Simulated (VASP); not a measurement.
Here is a VASP 6.6.1 calculation.

INCAR

```
SYSTEM = BP
PREC = Accurate
ENCUT = 520
EDIFF = 1E-6
ISMEAR = -1
SIGMA = 0.05
LREAL = .False.
LASPH = .True.
NELM = 80
ALGO = Normal
ISIF = 2
LWAVE = .False.
LCHARG = .True.
GGA = RP
LELF = .True.
LVHAR = .True.
NBANDS = 11
```

Contents of KPOINTS:

```
regular mesh
0
Gamma
  10 10 10
  0 0 0
```

Contents of POSCAR:

```
BP
1.0
    0.0000000000      2.3135014941      2.3135014941
    2.3135014941      0.0000000000      2.3135014941
    2.3135014941      2.3135014941      0.0000000000
P B
1 1
Direct
    0.7500000000      0.7500000000      0.7500000000
    0.0000000000      0.0000000000      0.0000000000
```

Potentials or basis: VASP PAW PBE potentials, release 64 (P, B).

Run with:

```bash
$ cat potpaw_PBE.64/P/POTCAR potpaw_PBE.64/B/POTCAR > POTCAR
$ mpirun -np 1 vasp_std > vasp.out
```

Question: Predict the pressure.

Answer: -5.3 GPa.

Question: What does it give for the band gap on the k mesh?

Answer: 1.34 eV, indirect (least direct gap 3.32 eV).

Caveat: the PAW data sets were made with another functional, which shifts forces and pressure a little. As with any semilocal functional, this RPBE gap is likely too small.
